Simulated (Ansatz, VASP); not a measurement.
## Mo in VASP and in Ansatz

```
Mo
1.0
     2.74889    0.00000    0.00000
    -1.37445    2.38061    0.00000
     0.00000    0.00000    9.52028
Mo
4
Direct
  0.00000 0.00000 0.00000
  0.00000 0.00000 0.50000
  0.33333 0.66667 0.25000
  0.66667 0.33333 0.75000
```

Alike in both runs: functional PBEsol; k mesh 13 × 13 × 4; occupations fermi-dirac, width 0.1 eV; no spin polarisation.

Ansatz relaxed the structure, and its values are those at the end. VASP's run is a single point on that final structure, the one shown.

|  | VASP | Ansatz |
| --- | --- | --- |
| version | VASP 6.6.1 | Ansatz 0.2.0 |
| potentials or method | VASP PAW PBE potentials, release 64 (Mo_sv), cutoff 520 eV | plane waves (420 eV) with PAW, scalar-relativistic |
| valence electrons in the cell | 56 | 56 |

Ansatz gave:

* pressure (GPa): 0.0

What did VASP give for the same quantities?

Pressure (GPa): 0.5.

VASP's potentials were made for PBE, not for PBEsol, and Ansatz warns of the same on its side.
